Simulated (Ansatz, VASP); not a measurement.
Ta5N4: VASP beside Ansatz

```
CELL_PARAMETERS angstrom
2.63178 4.55838 -2.92180
2.63178 -4.55838 -2.92180
-5.26356 0.00000 -2.92180
ATOMIC_POSITIONS crystal
Ta 0.02251 0.02251 0.98079
Ta 0.64416 0.64416 0.68587
Ta 0.33333 0.33333 0.33333
Ta 0.82386 0.22991 0.50608
Ta 0.43676 0.84281 0.16059
Ta 0.16786 0.49881 0.83333
Ta 0.84281 0.43676 0.16059
Ta 0.49881 0.16786 0.83333
Ta 0.22991 0.82386 0.50608
Ta 0.83333 0.83333 0.33333
N 0.47985 0.47985 0.03474
N 0.18681 0.18681 0.63193
N 0.93902 0.58636 0.53886
N 0.72765 0.08031 0.12780
N 0.33333 0.83333 0.83333
N 0.83333 0.33333 0.83333
N 0.58636 0.93902 0.53886
N 0.08031 0.72765 0.12780
```

Alike in both runs: functional PBE; k mesh 5 × 5 × 5; occupations gaussian, width 0.1 eV; no spin polarisation.

Ansatz relaxed the structure, and its values are those at the end. VASP's run is a single point on that final structure, the one shown.

|  | VASP | Ansatz |
| --- | --- | --- |
| version | VASP 6.6.1 | Ansatz 0.2.0 |
| potentials or method | VASP PAW PBE potentials, release 64 (Ta_pv, N), cutoff 520 eV | scalar-relativistic, plane waves, PAW |
| valence electrons in the cell | 150 | 170 |

```tsv
	VASP	Ansatz	Ansatz less VASP
gap on the k mesh at the Fermi level (eV)	none	none	-
rms of the force components (eV/Å)	0.017	0.010	-0.0076
```

A gap of «none» marks a metal or a gap that the smearing closes. VASP's potentials hold 150 valence electrons a cell and Ansatz's 170, so a difference there can come from the potentials and not from the codes.

Spin-orbit coupling is off throughout.
